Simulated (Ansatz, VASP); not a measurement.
**TiCo in VASP and in Ansatz**

```
Ti Co
1.0
     2.98611    0.00000    0.00000
     0.00000    2.98611    0.00000
     0.00000    0.00000    2.98611
Ti Co
1 1
Direct
  0.00000 0.00000 0.00000
  0.50000 0.50000 0.50000
```

Alike in both runs: task single point; functional PBE; k mesh 13 × 13 × 13; occupations fermi-dirac, width 0.03 eV; collinear spin.

```csv
,VASP,Ansatz
version,VASP 6.6.1,Ansatz 0.2.0
potentials or method,"VASP PAW PBE potentials, release 64 (Ti_sv, Co)","PAW with Ansatz's default frozen-core files, scalar-relativistic"
plane-wave cutoff (eV),520,420
valence electrons in the cell,21,29
```

```tsv
	VASP	Ansatz	Ansatz less VASP
pressure (GPa)	-0.6	-0.1	+0.47
net moment per atom (μB)	0.44	0.44	+0.001
size of the moment on the site where the two differ most (μB)	0.96	0.99	+0.028
```

Site moments also hang on the region over which each program counts them. VASP's potentials hold 21 valence electrons a cell and Ansatz's 29, so a difference there can come from the potentials and not from the codes.
